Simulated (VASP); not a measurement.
Set up this calculation in VASP 6.6.1, as the native input.

```yaml
Task: single point
Functional: PBE
Potentials_or_basis: VASP PAW PBE potentials, release 64 (Mg, Sc_sv, C, Au, N)
Cutoff: 520 eV
k_mesh: 4 × 4 × 4
Occupations: gaussian, width 0.1 eV
Spin: collinear spin
Starting_moments: "[0.0, 0.0, 0.0, 0.0, 0.0, 0.0, 0.0, 0.0, 0.0, 1.0, 0.0, 0.0, 0.0, 0.0, 0.0, 0.0] μB"
Dipole_correction: no
Further_INCAR_settings: LREAL = Auto; ALGO = Normal; EDIFF = 1e-06; NBANDS = 58
```

The structure of Mg2ScAuC6N6 lies in POSCAR:

```
Mg2ScAuC6N6
1.0
    0.0000000000      5.1995000000      5.1995000000
    5.1995000000      0.0000000000      5.1995000000
    5.1995000000      5.1995000000      0.0000000000
Mg Sc C Au N
2 1 6 1 6
Direct
    0.2500000000      0.2500000000      0.2500000000
    0.7500000000      0.7500000000      0.7500000000
    0.0000000000      0.0000000000      0.0000000000
    0.8055582300      0.1944417700      0.1944417700
    0.1944417700      0.8055582300      0.1944417700
    0.1944417700      0.1944417700      0.8055582300
    0.1944417700      0.8055582300      0.8055582300
    0.8055582300      0.1944417700      0.8055582300
    0.8055582300      0.8055582300      0.1944417700
    0.5000000000      0.5000000000      0.5000000000
    0.6930474100      0.3069525900      0.3069525900
    0.3069525900      0.6930474100      0.3069525900
    0.3069525900      0.3069525900      0.6930474100
    0.3069525900      0.6930474100      0.6930474100
    0.6930474100      0.3069525900      0.6930474100
    0.6930474100      0.6930474100      0.3069525900
```

The input as run:

INCAR

```
ALGO     = Normal         # electronic algorithm
EDIFF    = 1E-6           # SCF threshold, eV
ENCUT    = 520            # plane-wave cutoff, eV
GGA      = PE             # functional
ISIF     = 2              # what is computed and relaxed
ISMEAR   = 0              # smearing method
ISPIN    = 2              # spin polarisation
LASPH    = True           # aspherical terms in the spheres
LCHARG   = False          # write CHGCAR
LMAXMIX  = 4              # l up to which the mixer works
LORBIT   = 11             # projections on sites
LREAL    = Auto         
LWAVE    = False          # write WAVECAR
MAGMOM   = 0 0 0 0 0 0 0 0 0 1 0 0 0 0 0 0 # initial moments
NBANDS   = 58             # bands
NELM     = 150            # most SCF steps
PREC     = Accurate       # precision mode
SIGMA    = 0.1            # smearing width, eV
```

KPOINTS

```
k-points
0
Gamma
  4 4 4
```

Potentials or basis: VASP PAW PBE potentials, release 64 (Mg, Sc_sv, C, Au, N).

Launch:

```bash
$ cat potpaw_PBE.64/Mg/POTCAR potpaw_PBE.64/Sc_sv/POTCAR potpaw_PBE.64/C/POTCAR potpaw_PBE.64/Au/POTCAR potpaw_PBE.64/N/POTCAR > POTCAR
$ mpirun -np 1 vasp_std > vasp.out
```

Results of the run:

| Item | Value |
| --- | --- |
| Pressure | 20.0 GPa |
| Largest force | 3.574 eV/Å |
| Band gap on the k mesh | zero (filled and empty bands overlap) |
| Net moment | 0.00 μB per cell |
| Valence electrons inside the program's atomic spheres | Mg 0.35; Sc 10.35; C 2.63; Au 9.98; N 3.91 |

Caveat: the cell stands under pressure; spin-orbit coupling is left out, which moves the levels of the heavy elements; forces of over 1 eV/Å act on the atoms, so gaps and moduli don't describe the material at rest.

It took 16 min on 1 thread of Intel(R) Xeon(R) Platinum 8259CL CPU @ 2.50GHz (Skylake/Cascade Lake) (shared host), peak memory 0.67 GiB.
